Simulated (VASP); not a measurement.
# TiPt3 (Pm-3m) in VASP: a series of runs

The runs below take TiPt3 through electric field gradients, with PBEsol.

All numbers are computed with VASP 6.6.1; they aren't measurements. Logs are shortened: lines on timing, memory, paths and dates and some standing lists are left out, and cuts for length are marked.

**1. The cell of the first run**

It takes space group Pm-3m (No. 221, cubic). The conventional cell has a = 3.871 Å, b = 3.871 Å, c = 3.871 Å, α = 90.00°, β = 90.00°, γ = 90.00°. Ti (site symmetry m-3m) has 12 Pt at 2.74 Å within 3.6 Å. Within 3.6 Å of Pt (site symmetry 4/mmm) lie 4 Ti at 2.74 Å and 8 Pt at 2.74 Å.

**2. Electric field gradients, PBEsol (volume scaled by 0.98)**

Input file INCAR:

```
SYSTEM = TiPt3
PREC = Accurate ; ENCUT = 520
EDIFF = 1E-8 ; ISMEAR = -1
SIGMA = 0.05 ; LREAL = .FALSE.
LASPH = .TRUE. ; NELM = 60
ALGO = Normal ; ISIF = 2
LWAVE = .FALSE. ; LCHARG = .FALSE.
GGA = PS ; LEFG = .TRUE.
NBANDS = 29
```

Input file KPOINTS:

```
regular mesh
0
G
  9 9 9
  0 0 0
```

Input file POSCAR:

```
TiPt3
1.0
    3.8708448495      0.0000000000      0.0000000000
    0.0000000000      3.8708448495      0.0000000000
    0.0000000000      0.0000000000      3.8708448495
Ti Pt
1 3
Direct
    0.0000000000      0.0000000000      0.0000000000
    0.0000000000      0.5000000000      0.5000000000
    0.5000000000      0.0000000000      0.5000000000
    0.5000000000      0.5000000000      0.0000000000
```

Potentials or basis: VASP PAW PBE potentials, release 64 (Ti_sv, Pt).

Command:

```sh
$ cat potpaw_PBE.64/Ti_sv/POTCAR potpaw_PBE.64/Pt/POTCAR > POTCAR
$ mpirun -np 1 vasp_std > vasp.out
```

OUTCAR:

```text
SYSTEM = TiPt3
   PREC = Accurate
   ENCUT = 520
   EDIFF = 1E-8
   ISMEAR = -1
   LREAL = .FALSE.
   LASPH = .TRUE.
   NELM = 60
   ISIF = 2
   GGA = PS

 ion  position               nearest neighbor table
   1  0.000  0.000  0.000-   2 2.74   3 2.74   4 2.74   2 2.74   3 2.74   2 2.74   4 2.74   2 2.74
                             3 2.74   4 2.74   3 2.74   4 2.74
   2  0.000  0.500  0.500-   1 2.74   3 2.74   4 2.74   1 2.74   4 2.74   1 2.74   3 2.74   1 2.74
                             3 2.74   4 2.74   4 2.74   3 2.74
   3  0.500  0.000  0.500-   1 2.74   2 2.74   4 2.74   1 2.74   4 2.74   2 2.74   4 2.74   4 2.74
                             1 2.74   2 2.74   1 2.74   2 2.74
   4  0.500  0.500  0.000-   1 2.74   2 2.74   3 2.74   2 2.74   3 2.74   1 2.74   3 2.74   3 2.74
                             1 2.74   2 2.74   2 2.74   1 2.74

  LATTYP: Found a simple cubic cell.
 ALAT       =     3.8708448495

  Lattice vectors:

 A1 = (   3.8708448495,   0.0000000000,   0.0000000000)
 A2 = (   0.0000000000,   3.8708448495,   0.0000000000)
 A3 = (   0.0000000000,   0.0000000000,   3.8708448495)

Analysis of symmetry for initial positions (statically):
=====================================================================
 Subroutine PRICEL returns:
 Original cell was already a primitive cell.

 Routine SETGRP: Setting up the symmetry group for a
 simple cubic supercell.

 Subroutine GETGRP returns: Found 48 space group operations
 (whereof 48 operations were pure point group operations)
 out of a pool of 48 trial point group operations.

The static configuration has the point symmetry O_h .

Analysis of symmetry for dynamics (positions and initial velocities):
=====================================================================
 Subroutine PRICEL returns:
 Original cell was already a primitive cell.

 Routine SETGRP: Setting up the symmetry group for a
 simple cubic supercell.

 Subroutine GETGRP returns: Found 48 space group operations
 (whereof 48 operations were pure point group operations)
 out of a pool of 48 trial point group operations.

The dynamic configuration has the point symmetry O_h .

 Subroutine INISYM returns: Found 48 space group operations
 (whereof 48 operations are pure point group operations),
 and found     1 'primitive' translations

----------------------------------------------------------------------------------------

                                     Primitive cell

  volume of cell :      57.9986

  direct lattice vectors                    reciprocal lattice vectors
     3.870844850  0.000000000  0.000000000     0.258341535  0.000000000  0.000000000
     0.000000000  3.870844850  0.000000000     0.000000000  0.258341535  0.000000000
     0.000000000  0.000000000  3.870844850     0.000000000  0.000000000  0.258341535

  length of vectors
     3.870844850  3.870844850  3.870844850     0.258341535  0.258341535  0.258341535

  position of ions in fractional coordinates (direct lattice)
     0.000000000  0.000000000  0.000000000
     0.000000000  0.500000000  0.500000000
     0.500000000  0.000000000  0.500000000
     0.500000000  0.500000000  0.000000000

  ion indices of the primitive-cell ions
   primitive index   ion index
                 1           1
                 2           2
                 3           3
                 4           4

----------------------------------------------------------------------------------------

 KPOINTS: regular mesh

Automatic generation of k-mesh.
 Grid dimensions read from file:
 generate k-points for:    9    9    9

 Generating k-lattice:

  Cartesian coordinates                     Fractional coordinates (reciprocal lattice)
     0.028704615  0.000000000  0.000000000     0.111111111  0.000000000  0.000000000
[... 40 lines left out ...]
 [... further k-points ...]
   k-points           NKPTS =     35   k-points in BZ     NKDIM =     35   number of bands    NBANDS=     29
   number of dos      NEDOS =    301   number of ions     NIONS =      4
   total plane-waves  NPLWV =  27000
   dimension x,y,z NGX =    30 NGY =   30 NGZ =   30
   dimension x,y,z NGXF=    60 NGYF=   60 NGZF=   60
   ions per type =               1   3
   NGX,Y,Z   is equivalent  to a cutoff of  12.88, 12.88, 12.88 a.u.
   NGXF,Y,Z  is equivalent  to a cutoff of  25.77, 25.77, 25.77 a.u.
 SYSTEM =  TiPt3
   PREC   = accura    normal or accurate (medium, high low for compatibility)
   ISTART =      0    job   : 0-new  1-cont  2-samecut
   ICHARG =      2    charge: 1-file 2-atom 10-const
   ISPIN  =      1    spin polarized calculation?
   LNONCOLLINEAR =      F non collinear calculations
   LSORBIT =      F    spin-orbit coupling
   LASPH  =      T    aspherical Exc in radial PAW
   ENCUT  =  520.0 eV  38.22 Ry    6.18 a.u.   7.20  7.20  7.20*2*pi/ulx,y,z
   NELM   =     60;   NELMIN=  2; NELMDL= -5     # of ELM steps
   EDIFF  = 0.1E-07   stopping-criterion for ELM
   LREAL  =      F    real-space projection
   EDIFFG = 0.1E-06   stopping-criterion for IOM
   NSW    =      0    number of steps for IOM
   IBRION =     -1    ionic relax: 0-MD 1-quasi-New 2-CG
   NFREE  =      0    steps in history (QN), initial steepest desc. (CG)
   ISIF   =      2    stress and relaxation
   ISYM   =      2    0-nonsym 1-usesym 2-fastsym
   POTIM  = 0.5000    time-step for ionic-motion
   TEBEG  =    0.0;   TEEND  =   0.0 temperature during run
   PSTRESS=    0.0 pullay stress
   NELECT =      42.0000    total number of electrons
   NUPDOWN=      -1.0000    fix difference up-down
   EMIN   =  10.00;   EMAX   =-10.00  energy-range for DOS
   EFERMI =   0.00;   METHOD = LEGACY
   ISMEAR =    -1;   SIGMA  =   0.05  broadening in eV -4-tet -1-fermi 0-gaus
   EFERMI_NEDOS =   21; number of points for ismear=-14 and -15
   IALGO  =     38    algorithm
   IMIX   =      4    mixing-type and parameters
     AMIX     =   0.40;   BMIX     =  1.00
     AMIX_MAG =   1.60;   BMIX_MAG =  1.00
  volume/ion in A,a.u.               =      14.50        97.85
  Fermi-wavevector in a.u.,A,eV,Ry     =   1.470118  2.778120 29.405545  2.161247
  Thomas-Fermi vector in A             =   2.585413
   LORBIT       =      0    0 simple, 1 ext, 2 COOP (PROOUT), +10 PAW based schemes
   GGA     = PS    functional components
   LHFCALC =     F    Hartree Fock is set to
   AEXX    =    0.0000 exact exchange contribution
   IVDW    =     0    specifies the selected vdW correction
   LEPSILON=     F    determine dielectric tensor
   LRPA    =     F    only Hartree local field effects (RPA)
 non-spin polarized calculation
  energy-cutoff  :      520.00
  volume of cell :       58.00
 maximum number of plane-waves:      1584
 NGX is ok and might be reduce to    30
   NGX = 15   NGY = 15   NGZ = 15

 number of electron      41.9999994 magnetization

 Free energy of the ion-electron system (eV)
  ---------------------------------------------------
  ext. energy  EPLUGINS =         0.00000000
  ---------------------------------------------------
  free energy    TOTEN  =       -32.74133048 eV

  energy without entropy =      -32.72972703  energy(sigma->0) =      -32.73552876

 E-fermi :  12.0887     XC(G=0): -13.5402

 val. band max:       12.0549209221   @ k =   0.4444   0.1111   0.1111
 cond. band min:      12.1200617271   @ k =   0.4444   0.1111   0.0000
 fundamental gap:      0.0651408050
 Fermi energy:        12.0887361311

 k-point     1 :       0.0000    0.0000    0.0000
  band No.  band energies     occupation
      1     -45.8385      2.00000
      2     -22.1671      2.00000
      3     -22.1671      2.00000
      4     -22.1671      2.00000
      5       1.5835      2.00000
      6       4.4015      2.00000
[... 757 lines left out ...]
     28      16.2996      0.00000
     29      19.7562      0.00000

 [... further k-points ...]
[... 5 lines left out ...]
  --------------------------------------------------------------------------------------
  -------------------------------------------------------------------------------------
  Total        2.1520903      2.1520903      2.1520903      0.0000000     -0.0000000      0.0000000
  in kB       59.4502619     59.4502619     59.4502619      0.0000000     -0.0000000      0.0000000
  external PRESSURE =      59.4502619 kB  Pullay stress =       0.0000000 kB

 VOLUME and BASIS-vectors are now :
 -----------------------------------------------------------------------------
  energy-cutoff  :      520.00
  volume of cell :       58.00
      direct lattice vectors                 reciprocal lattice vectors
     3.870844850  0.000000000  0.000000000     0.258341535  0.000000000  0.000000000
     0.000000000  3.870844850  0.000000000     0.000000000  0.258341535  0.000000000
     0.000000000  0.000000000  3.870844850     0.000000000  0.000000000  0.258341535

 POSITION                                       TOTAL-FORCE (eV/Angst)
 -----------------------------------------------------------------------------------
      0.00000      0.00000      0.00000         0.000000      0.000000      0.000000
      0.00000      1.93542      1.93542         0.000000      0.000000      0.000000
      1.93542      0.00000      1.93542         0.000000      0.000000      0.000000
      1.93542      1.93542      0.00000         0.000000      0.000000      0.000000
 -----------------------------------------------------------------------------------
    total drift:                                0.000000      0.000000     -0.000000

  FREE ENERGIE OF THE ION-ELECTRON SYSTEM (eV)
  ---------------------------------------------------
  free  energy   TOTEN  =       -32.7413304814 eV

  energy  without entropy=      -32.7297270304  energy(sigma->0) =      -32.73552876

 Electric field gradients (V/A^2)
---------------------------------------------------------------------
 ion       V_xx      V_yy      V_zz      V_xy      V_xz      V_yz
---------------------------------------------------------------------
   1      -0.000     0.000    -0.000    -0.000     0.000     0.000
   2     -68.740    34.370    34.370    -0.000     0.000     0.000
   3      34.370   -68.740    34.370     0.000     0.000    -0.000
   4      34.370    34.370   -68.740    -0.000     0.000    -0.000
---------------------------------------------------------------------

 Electric field gradients after diagonalization (V/A^2)
 (convention: |V_zz| > |V_xx| > |V_yy|)
----------------------------------------------------------------------
 ion       V_xx      V_yy      V_zz     asymmetry (V_yy - V_xx)/ V_zz
----------------------------------------------------------------------
   1       0.000    -0.000    -0.000       0.378
   2      34.370    34.370   -68.740       0.000
   3      34.370    34.370   -68.740       0.000
   4      34.370    34.370   -68.740       0.000
----------------------------------------------------------------------

           NMR quadrupolar parameters

 Cq : quadrupolar parameter    Cq=e*Q*V_zz/h
 eta: asymmetry parameters     (V_yy - V_xx)/ V_zz
 Q  : nuclear electric quadrupole moment in mb (millibarn)
----------------------------------------------------------------------
 ion       Cq(MHz)       eta       Q (mb)
----------------------------------------------------------------------
   1      -0.000       0.378       1.000
   2      -0.166       0.000       1.000
   3      -0.166       0.000       1.000
   4      -0.166       0.000       1.000
----------------------------------------------------------------------
```

Wall time 33 s (1 thread of Intel Xeon Platinum 8559C (Emerald Rapids), shared host); peak memory 0.2 GiB.

Results:

- Free energy: -32.7413 eV
- Pressure: 5.9 GPa
- Band gap on the k mesh: zero (band 21 reaches 13.53 eV, above the bottom of band 22 at 11.91 eV)

Electric field gradients, principal values (V/Å²):
```csv
atom,least,middle,greatest (by size)
1 Ti,0.000,0.000,0.000
2 Pt,34.370,34.370,-68.740
3 Pt,34.370,34.370,-68.740
4 Pt,34.370,34.370,-68.740
```

Caveat: without QUAD_EFG the Cq values of the log hold for a quadrupole moment of 1 mb, not for the nuclei; the PAW data sets were made with another functional, which shifts forces and pressure a little; spin-orbit coupling is left out, which moves the levels of the heavy elements.

[end of part 1 of 3]
